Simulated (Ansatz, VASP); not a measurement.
**KSi2: VASP beside Ansatz**

```
K Si
1.0
     0.00000    3.47363    3.47363
     3.47363    0.00000    3.47363
     3.47363    3.47363    0.00000
K Si
1 2
Direct
  0.00000 0.00000 0.00000
  0.25000 0.25000 0.25000
  0.75000 0.75000 0.75000
```

Alike in both runs: functional PBE; k mesh 6 × 6 × 6; occupations gaussian, width 0.1 eV; no spin polarisation.

Ansatz relaxed the structure, and its values are those at the end. VASP's run is a single point on that final structure, the one shown.

|  | VASP | Ansatz |
| --- | --- | --- |
| version | VASP 6.6.1 | Ansatz 0.2.0 |
| potentials or method | VASP PAW PBE potentials, release 64 (K_sv, Si), cutoff 520 eV | scalar-relativistic, plane waves, PAW |
| valence electrons in the cell | 17 | 17 |

VASP gave:

* gap on the k mesh at the Fermi level (eV): none
* pressure (GPa): 0.3

Problem. What did Ansatz give for the same quantities?

Solution. gap on the k mesh at the Fermi level (eV): none; pressure (GPa): 0.2.

A gap of «none» marks a metal or a gap that the smearing closes. The functional is the same, so the differences come from potentials, cutoffs and numerics.
